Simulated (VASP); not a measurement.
# PbF2 (Pnma) in VASP: a series of runs

The runs below take PbF2 through relaxation of shape and atoms at fixed volume, relaxation of cell and atoms, with PBE.

Everything below comes from runs of VASP 6.6.1. Logs are shortened: lines on timing, memory, paths and dates and some standing lists are left out, and cuts for length are marked.

**1. The cell of the first run**

It takes space group Pnma (No. 62, orthorhombic). The conventional cell has a = 6.664 Å, b = 4.002 Å, c = 7.933 Å, α = 90.00°, β = 90.00°, γ = 90.00°. Pb (site symmetry m) has 9 F at 2.45 to 3.28 Å within 3.3 Å. Within 3.3 Å of F (site symmetry m) lie 4 Pb at 2.53 to 2.72 Å and 7 F at 2.98 to 3.18 Å. F (site symmetry m) has 5 Pb at 2.45 to 3.28 Å and 7 F at 3.04 to 3.18 Å within 3.3 Å.

**2. Relaxation of shape and atoms at fixed volume, PBE (17.63 Å³/atom)**

INCAR reads:

```
SYSTEM = PbF2
PREC = Accurate
ENCUT = 600
EDIFF = 1E-7
ISMEAR = 0
SIGMA = 0.05
LREAL = .False.
LASPH = .True.
NELM = 120
ALGO = Normal
ISIF = 4
LWAVE = .False.
LCHARG = .False.
GGA = PE
IBRION = 2
NSW = 60
EDIFFG = -0.01
GGA_COMPAT = .False.
NELMIN = 4
KPAR = 4
```

KPOINTS reads:

```
regular mesh
0
Gamma
  4 6 4
  0 0 0
```

POSCAR reads:

```
PbF2
1.0
    6.6644260529      0.0000000000      0.0000000000
    0.0000000000      4.0024389339      0.0000000000
    0.0000000000      0.0000000000      7.9328169591
Pb F
4 8
Direct
    0.7423393933      0.7500000000      0.0964590177
    0.2576606067      0.2500000000      0.9035409823
    0.7576606067      0.2500000000      0.5964590177
    0.2423393933      0.7500000000      0.4035409823
    0.1415830493      0.7500000000      0.0714960959
    0.8584169507      0.2500000000      0.9285039041
    0.3584169507      0.2500000000      0.5714960959
    0.6415830493      0.7500000000      0.4285039041
    0.5159388872      0.7500000000      0.8536320534
    0.4840611128      0.2500000000      0.1463679466
    0.9840611128      0.2500000000      0.3536320534
    0.0159388872      0.7500000000      0.6463679466
```

Potentials or basis: VASP PAW PBE potentials, release 64 (Pb_d, F).

On the command line:

```bash
> cat potpaw_PBE.64/Pb_d/POTCAR potpaw_PBE.64/F/POTCAR > POTCAR
> mpirun -np 4 vasp_std > vasp.out
```

OUTCAR:

```text
SYSTEM = PbF2
   PREC = Accurate
   ENCUT = 600
   EDIFF = 1E-7
   ISMEAR = 0
   LREAL = .False.
   LASPH = .True.
   NELM = 120
   ISIF = 4
   GGA = PE
   IBRION = 2
   NSW = 60
   EDIFFG = -0.01
   NELMIN = 4

 ion  position               nearest neighbor table
   1  0.742  0.750  0.096-   9 2.45   6 2.53   6 2.53   5 2.67  10 2.67  10 2.67   8 2.72   2 4.10
                             2 4.10   4 4.13   4 4.13
   2  0.258  0.250  0.904-  10 2.45   5 2.53   5 2.53   6 2.67   9 2.67   9 2.67   7 2.72   1 4.10
                             1 4.10   3 4.13   3 4.13
   3  0.758  0.250  0.596-  11 2.45   8 2.53   8 2.53   7 2.67  12 2.67  12 2.67   6 2.72   4 4.10
                             4 4.10   2 4.13   2 4.13
   4  0.242  0.750  0.404-  12 2.45   7 2.53   7 2.53   8 2.67  11 2.67  11 2.67   5 2.72   3 4.10
                             3 4.10   1 4.13   1 4.13
   5  0.142  0.750  0.071-   2 2.53   2 2.53   1 2.67   4 2.72
   6  0.858  0.250  0.929-   1 2.53   1 2.53   2 2.67   3 2.72
   7  0.358  0.250  0.571-   4 2.53   4 2.53   3 2.67   2 2.72
   8  0.642  0.750  0.429-   3 2.53   3 2.53   4 2.67   1 2.72
   9  0.516  0.750  0.854-   1 2.45   2 2.67   2 2.67
  10  0.484  0.250  0.146-   2 2.45   1 2.67   1 2.67
  11  0.984  0.250  0.354-   3 2.45   4 2.67   4 2.67
  12  0.016  0.750  0.646-   4 2.45   3 2.67   3 2.67

  LATTYP: Found a simple orthorhombic cell.
 ALAT       =     4.0024389339
 B/A-ratio  =     1.6650912514
 C/A-ratio  =     1.9819957506

  Lattice vectors:

 A1 = (   0.0000000000,  -4.0024389339,   0.0000000000)
 A2 = (   6.6644260529,   0.0000000000,   0.0000000000)
 A3 = (   0.0000000000,   0.0000000000,   7.9328169591)

Analysis of symmetry for initial positions (statically):
=====================================================================
 Subroutine PRICEL returns:
 Original cell was already a primitive cell.

 Routine SETGRP: Setting up the symmetry group for a
 simple orthorhombic supercell.

 Subroutine GETGRP returns: Found  8 space group operations
 (whereof  2 operations were pure point group operations)
 out of a pool of  8 trial point group operations.

The static configuration has the point symmetry S_2 .
 The point group associated with its full space group is D_2h.

Analysis of symmetry for dynamics (positions and initial velocities):
=====================================================================
 Subroutine PRICEL returns:
 Original cell was already a primitive cell.

 Routine SETGRP: Setting up the symmetry group for a
 simple orthorhombic supercell.

 Subroutine GETGRP returns: Found  8 space group operations
 (whereof  2 operations were pure point group operations)
 out of a pool of  8 trial point group operations.

The dynamic configuration has the point symmetry S_2 .
 The point group associated with its full space group is D_2h.

 Subroutine INISYM returns: Found  8 space group operations
 (whereof  2 operations are pure point group operations),
 and found     1 'primitive' translations

----------------------------------------------------------------------------------------

                                     Primitive cell

  volume of cell :     211.5996

  direct lattice vectors                    reciprocal lattice vectors
     6.664426053  0.000000000  0.000000000     0.150050431  0.000000000  0.000000000
     0.000000000  4.002438934  0.000000000     0.000000000  0.249847660  0.000000000
     0.000000000  0.000000000  7.932816959     0.000000000  0.000000000  0.126058625

  length of vectors
     6.664426053  4.002438934  7.932816959     0.150050431  0.249847660  0.126058625

  position of ions in fractional coordinates (direct lattice)
     0.742339393  0.750000000  0.096459018
     0.257660607  0.250000000  0.903540982
     0.757660607  0.250000000  0.596459018
     0.242339393  0.750000000  0.403540982
     0.141583049  0.750000000  0.071496096
     0.858416951  0.250000000  0.928503904
     0.358416951  0.250000000  0.571496096
     0.641583049  0.750000000  0.428503904
     0.515938887  0.750000000  0.853632053
     0.484061113  0.250000000  0.146367947
     0.984061113  0.250000000  0.353632053
     0.015938887  0.750000000  0.646367947

  ion indices of the primitive-cell ions
   primitive index   ion index
                 1           1
                 2           2
                 3           3
                 4           4
                 5           5
                 6           6
                 7           7
                 8           8
                 9           9
                10          10
                11          11
                12          12

----------------------------------------------------------------------------------------

 KPOINTS: regular mesh

Automatic generation of k-mesh.
 Grid dimensions read from file:
 generate k-points for:    4    6    4

 Generating k-lattice:

[... 53 lines left out ...]
   ISYM   =      2    0-nonsym 1-usesym 2-fastsym
   POTIM  = 0.5000    time-step for ionic-motion
   TEBEG  =    0.0;   TEEND  =   0.0 temperature during run
   PSTRESS=    0.0 pullay stress
   NELECT =     112.0000    total number of electrons
   NUPDOWN=      -1.0000    fix difference up-down
   EMIN   =  10.00;   EMAX   =-10.00  energy-range for DOS
   EFERMI =   0.00;   METHOD = LEGACY
   ISMEAR =     0;   SIGMA  =   0.05  broadening in eV -4-tet -1-fermi 0-gaus
   EFERMI_NEDOS =   21; number of points for ismear=-14 and -15
   IALGO  =     38    algorithm
   IMIX   =      4    mixing-type and parameters
     AMIX     =   0.40;   BMIX     =  1.00
     AMIX_MAG =   1.60;   BMIX_MAG =  1.00
  volume/ion in A,a.u.               =      17.63       119.00
  Fermi-wavevector in a.u.,A,eV,Ry     =   1.324268  2.502504 23.860342  1.753686
  Thomas-Fermi vector in A             =   2.453815
   LORBIT       =      0    0 simple, 1 ext, 2 COOP (PROOUT), +10 PAW based schemes
   GGA     = PE    functional components
   LHFCALC =     F    Hartree Fock is set to
   AEXX    =    0.0000 exact exchange contribution
   IVDW    =     0    specifies the selected vdW correction
   LEPSILON=     F    determine dielectric tensor
   LRPA    =     F    only Hartree local field effects (RPA)
 conjugate gradient relaxation of ions
 non-spin polarized calculation
 Gauss-broadening in eV      SIGMA  =   0.05
  energy-cutoff  :      600.00
  volume of cell :      211.60
 maximum number of plane-waves:      7108
 NGX is ok and might be reduce to    54
   NGX = 27   NGY = 15   NGZ = 31

--------------------------------------- Ionic step        1  -------------------------------------------

 number of electron     112.0000013 magnetization

 Free energy of the ion-electron system (eV)
  ---------------------------------------------------
  ext. energy  EPLUGINS =         0.00000000
  ---------------------------------------------------
  free energy    TOTEN  =       -57.08359532 eV

  energy without entropy =      -57.08359532  energy(sigma->0) =      -57.08359532

------------------------ aborting loop because EDIFF is reached ----------------------------------------

  FORCE on cell =-STRESS in cart. coord.  units (eV):
  Direction    XX          YY          ZZ          XY          YZ          ZX
  --------------------------------------------------------------------------------------
  -------------------------------------------------------------------------------------
  Total       -3.5412287     -3.6342397     -3.5013009      0.0000000      0.0000000      0.0000000
  in kB      -26.8132625    -27.5175172    -26.5109395      0.0000000      0.0000000      0.0000000
  external PRESSURE =     -26.9472397 kB  Pullay stress =       0.0000000 kB
[... 119 lines left out ...]
  FREE ENERGIE OF THE ION-ELECTRON SYSTEM (eV)
  ---------------------------------------------------
  free  energy   TOTEN  =       -57.1039273492 eV

  energy  without entropy=      -57.1039273492  energy(sigma->0) =      -57.10392735

[... ionic steps 4 to 9 ...]

--------------------------------------- Ionic step       10  -------------------------------------------

 number of electron     112.0000001 magnetization

------------------------ aborting loop because EDIFF is reached ----------------------------------------

  FORCE on cell =-STRESS in cart. coord.  units (eV):
  Direction    XX          YY          ZZ          XY          YZ          ZX
  --------------------------------------------------------------------------------------
  -------------------------------------------------------------------------------------
  Total       -2.1746131     -2.1080698     -2.1329190     -0.0000000      0.0000000      0.0000000
  in kB      -16.4656047    -15.9617558    -16.1499078     -0.0000000      0.0000000      0.0000000
  external PRESSURE =     -16.1924228 kB  Pullay stress =       0.0000000 kB
[... 77 lines left out ...]
  energy  without entropy=      -57.1093819432  energy(sigma->0) =      -57.10938194

--------------------------------------- Ionic step       12  -------------------------------------------

 number of electron     112.0000000 magnetization

 Free energy of the ion-electron system (eV)
  ---------------------------------------------------
  ext. energy  EPLUGINS =         0.00000000
  ---------------------------------------------------
  free energy    TOTEN  =       -57.10974247 eV

  energy without entropy =      -57.10974247  energy(sigma->0) =      -57.10974247

 E-fermi :   1.8351     XC(G=0):  -9.4485

 val. band max:        1.5908315548   @ k =   0.0000   0.3333   0.0000
 cond. band min:       5.9872546958   @ k =   0.5000   0.0000   0.0000
 fundamental gap:      4.3964231411
 Fermi energy:         1.8350638205

 k-point     1 :       0.0000    0.0000    0.0000
  band No.  band energies     occupation
      1     -19.2264      2.00000
      2     -19.1123      2.00000
      3     -18.9232      2.00000
      4     -18.9175      2.00000
      5     -18.9126      2.00000
      6     -18.8507      2.00000
[... 1669 lines left out ...]
     66       9.0181      0.00000
     67       9.0181      0.00000

 [... further k-points ...]
[... 5 lines left out ...]
  --------------------------------------------------------------------------------------
  -------------------------------------------------------------------------------------
  Total       -2.0224164     -2.1044199     -2.1660572      0.0000000      0.0000000      0.0000000
  in kB      -15.3132105    -15.9341198    -16.4008217      0.0000000      0.0000000      0.0000000
  external PRESSURE =     -15.8827173 kB  Pullay stress =       0.0000000 kB
[... 27 lines left out ...]
  FREE ENERGIE OF THE ION-ELECTRON SYSTEM (eV)
  ---------------------------------------------------
  free  energy   TOTEN  =       -57.1097424680 eV

  energy  without entropy=      -57.1097424680  energy(sigma->0) =      -57.10974247

 reached required accuracy - stopping structural energy minimisation
```

It took 17 min on 4 MPI ranks of AMD EPYC 7R13 (Zen 3), shared host; peak memory 0.62 GiB.

Results:

| Property | Result |
| --- | --- |
| Free energy | -57.1097 eV |
| Energy gained by relaxing | 2.2 meV/atom |
| Ionic steps | 12 |
| Pressure after relaxing | -1.6 GPa |
| Largest force after relaxing | 0.009 eV/Å |
| Band gap on the k mesh | 4.40 eV (least direct gap 4.59 eV) |

Forces in eV/Å, atoms in the order of the input:
```
Pb  -0.001  0.000 -0.003
Pb   0.001  0.000  0.003
Pb   0.001  0.000 -0.003
Pb  -0.001  0.000  0.003
F    0.005  0.000  0.008
F   -0.005  0.000 -0.008
F   -0.005  0.000  0.008
F    0.005  0.000 -0.008
F   -0.006  0.000 -0.003
F    0.006  0.000  0.003
F    0.006  0.000 -0.003
F   -0.006  0.000  0.003
```

Stress tensor (GPa, compression positive):
```
-1.53  0.00  0.00
 0.00 -1.59  0.00
 0.00  0.00 -1.64
```

The path:
| step | energy change (eV) | largest force (eV/Å) | pressure (GPa) | volume (Å³) |
| --- | --- | --- | --- | --- |
| 1 | 0.0000 | 0.1537 | -2.69 | 211.60 |
| 2 | -0.0070 | 0.1276 | -2.54 | 211.60 |
| 3 | -0.0203 | 0.0526 | -2.02 | 211.60 |
| 4 | -0.0036 | 0.2358 | -0.81 | 211.60 |
| 5 | -0.0221 | 0.0505 | -1.79 | 211.60 |
| 6 | -0.0221 | 0.0545 | -1.75 | 211.60 |
| 7 | -0.0239 | 0.0286 | -1.70 | 211.60 |
| 8 | -0.0247 | 0.0229 | -1.62 | 211.60 |
| 9 | -0.0247 | 0.0219 | -1.63 | 211.60 |
| 10 | -0.0252 | 0.0188 | -1.62 | 211.60 |
| 11 | -0.0258 | 0.0102 | -1.58 | 211.60 |
| 12 | -0.0261 | 0.0092 | -1.59 | 211.60 |

Final structure:
```
CELL_PARAMETERS angstrom
6.65146 0.00000 0.00000
0.00000 3.98015 0.00000
0.00000 0.00000 7.99280
ATOMIC_POSITIONS crystal
Pb 0.74132 0.75000 0.09111
Pb 0.25868 0.25000 0.90889
Pb 0.75868 0.25000 0.59111
Pb 0.24132 0.75000 0.40889
F 0.14168 0.75000 0.07179
F 0.85832 0.25000 0.92821
F 0.35832 0.25000 0.57179
F 0.64168 0.75000 0.42821
F 0.51227 0.75000 0.85950
F 0.48773 0.25000 0.14050
F 0.98773 0.25000 0.35950
F 0.01227 0.75000 0.64050
```

Levels at points of the mesh, in eV from the valence-band top:
```tsv
k point	band 53	band 54	band 55	band 56	band 57	band 58	band 59	band 60
(0.00, 0.00, 0.00)	-1.36	-0.47	-0.28	-0.12	4.47	4.60	5.53	6.01
(0.50, 0.00, 0.00)	-0.80	-0.80	-0.24	-0.24	4.40	4.40	5.44	5.44
(0.00, 0.50, 0.00)	-0.44	-0.44	-0.15	-0.15	4.96	4.96	5.52	5.52
(0.50, 0.50, 0.00)	-0.38	-0.38	-0.38	-0.38	4.93	4.93	4.93	4.93
(0.00, 0.00, 0.50)	-1.05	-1.05	-0.17	-0.17	5.11	5.11	5.50	5.50
(0.50, 0.00, 0.50)	-0.56	-0.56	-0.48	-0.48	4.68	4.68	5.05	5.05
(0.00, 0.50, 0.50)	-0.29	-0.29	-0.23	-0.23	4.54	4.54	5.88	5.88
(0.50, 0.50, 0.50)	-0.37	-0.37	-0.37	-0.37	4.81	4.81	4.81	4.81
```

Caveat: spin-orbit coupling is left out, which moves the levels of the heavy elements. A k mesh can miss the band edges.

**3. Relaxation of cell and atoms, PBE**

This run uses another cell than the first one, of 15.91 Å³/atom.

INCAR reads:

```
PREC = Accurate ; ENCUT = 600
EDIFF = 1E-7 ; ISMEAR = 0
SIGMA = 0.05 ; LREAL = False
LASPH = True ; NELM = 120
ALGO = Normal ; ISIF = 3
LWAVE = False ; LCHARG = False
GGA = PE ; IBRION = 2
NSW = 80 ; EDIFFG = -0.01
GGA_COMPAT = False ; NELMIN = 4
KPAR = 4
```

KPOINTS reads:

```
regular mesh
0
Gamma
  4 6 4
```

POSCAR reads:

```
PbF2
1.0
    6.4268900000      0.0000000000      0.0000000000
    0.0000000000      3.8909800000      0.0000000000
    0.0000000000      0.0000000000      7.6357400000
Pb F
4 8
Direct
    0.7560000000      0.7500000000      0.1030000000
    0.2440000000      0.2500000000      0.8970000000
    0.7440000000      0.2500000000      0.6030000000
    0.2560000000      0.7500000000      0.3970000000
    0.1420000000      0.7500000000      0.0850000000
    0.8580000000      0.2500000000      0.9150000000
    0.3580000000      0.2500000000      0.5850000000
    0.6420000000      0.7500000000      0.4150000000
    0.5510000000      0.7500000000      0.8140000000
    0.4490000000      0.2500000000      0.1860000000
    0.9490000000      0.2500000000      0.3140000000
    0.0510000000      0.7500000000      0.6860000000
```

Potentials or basis: VASP PAW PBE potentials, release 64 (Pb_d, F).

On the command line:

```bash
> cat potpaw_PBE.64/Pb_d/POTCAR potpaw_PBE.64/F/POTCAR > POTCAR
> mpirun -np 4 vasp_std > vasp.out
```

It took 36 min on 4 MPI ranks of Intel Xeon 6975P-C (Granite Rapids), shared host; peak memory 0.61 GiB.

It converged, with:

| Property | Result |
| --- | --- |
| Free energy | -57.1194 eV |
| Relaxed volume | 16.88 Å³/atom |
| Relaxed cell | a = 6.569 Å, b = 3.947 Å, c = 7.812 Å, α = 90.00°, β = 90.00°, γ = 90.00° |
| Space group after relaxing (to 0.1 Å) | Pnma (No. 62) |
| Energy gained by relaxing | 33.7 meV/atom |
| Ionic steps | 30 |
| Pressure after relaxing | 0.0 GPa |
| Largest force after relaxing | 0.009 eV/Å |
| Band gap on the k mesh | 4.42 eV (least direct gap 4.59 eV) |

Forces in eV/Å, atoms in the order of the input:
```
Pb   0.002  0.000  0.005
Pb  -0.002  0.000 -0.005
Pb  -0.002  0.000  0.005
Pb   0.002  0.000 -0.005
F    0.001  0.000 -0.005
F   -0.001  0.000  0.005
F   -0.001  0.000 -0.005
F    0.001  0.000  0.005
F    0.009  0.000  0.001
F   -0.009  0.000 -0.001
F   -0.009  0.000  0.001
F    0.009  0.000 -0.001
```

The path:
```tsv
step	energy change (eV)	largest force (eV/Å)	pressure (GPa)	volume (Å³)
1	0.0000	0.4336	1.59	190.95
2	-0.0661	0.3611	-0.17	195.34
3	-0.0812	0.3142	-1.32	198.59
4	-0.1392	0.2743	-1.00	197.96
5	-0.2465	0.2507	0.13	196.08
6	-0.1162	0.4341	3.30	192.30
7	-0.2589	0.2298	0.70	195.25
8	-0.2950	0.2118	-0.10	198.00
9	-0.3098	0.1878	-0.89	201.13
10	-0.3367	0.1448	-0.10	199.90
11	-0.3407	0.1519	0.37	199.23
12	-0.3542	0.1316	0.06	200.37
13	-0.3632	0.0977	-0.46	202.46
14	-0.3708	0.0991	0.31	200.71
15	-0.3708	0.0990	0.30	200.73
16	-0.3799	0.0759	0.08	201.43
17	-0.3876	0.0681	-0.34	202.83
18	-0.3939	0.0653	0.23	201.44
19	-0.3940	0.0688	0.35	201.16
20	-0.4004	0.0440	0.10	201.92
21	-0.4021	0.0430	-0.14	202.67
22	-0.4021	0.0426	-0.11	202.59
23	-0.4036	0.0227	0.11	202.03
24	-0.4036	0.0206	0.18	201.86
25	-0.4043	0.0158	-0.08	202.63
26	-0.4044	0.0163	-0.02	202.45
27	-0.4045	0.0117	0.02	202.40
28	-0.4046	0.0119	0.08	202.31
29	-0.4046	0.0101	0.05	202.34
30	-0.4047	0.0089	-0.02	202.55
```

Final structure:
```
Pb F
1.0
     6.56917    0.00000    0.00000
     0.00000    3.94703    0.00000
     0.00000    0.00000    7.81189
Pb F
4 8
Direct
  0.74255 0.75000 0.09697
  0.25745 0.25000 0.90303
  0.75745 0.25000 0.59697
  0.24255 0.75000 0.40303
  0.14173 0.75000 0.07281
  0.85827 0.25000 0.92719
  0.35827 0.25000 0.57281
  0.64173 0.75000 0.42719
  0.51475 0.75000 0.85277
  0.48525 0.25000 0.14723
  0.98525 0.25000 0.35277
  0.01475 0.75000 0.64723
```

Levels at points of the mesh, in eV from the valence-band top:
```
           k point  band 53  band 54  band 55  band 56  band 57  band 58  band 59  band 60
(0.00, 0.00, 0.00)    -1.51    -0.40    -0.29    -0.17     4.42     4.72     5.60     5.90
(0.50, 0.00, 0.00)    -0.85    -0.85    -0.24    -0.24     4.43     4.43     5.44     5.44
(0.00, 0.50, 0.00)    -0.51    -0.51    -0.14    -0.14     4.92     4.92     5.56     5.56
(0.50, 0.50, 0.00)    -0.42    -0.42    -0.42    -0.42     4.91     4.91     4.91     4.91
(0.00, 0.00, 0.50)    -1.08    -1.08    -0.18    -0.18     5.06     5.06     5.68     5.68
(0.50, 0.00, 0.50)    -0.56    -0.56    -0.52    -0.52     4.74     4.74     5.01     5.01
(0.00, 0.50, 0.50)    -0.33    -0.33    -0.22    -0.22     4.49     4.49     5.92     5.92
(0.50, 0.50, 0.50)    -0.40    -0.40    -0.40    -0.40     4.80     4.80     4.80     4.80
```

Caveat: spin-orbit coupling is left out, which moves the levels of the heavy elements. Zero-point motion and thermal expansion aren't in these numbers.
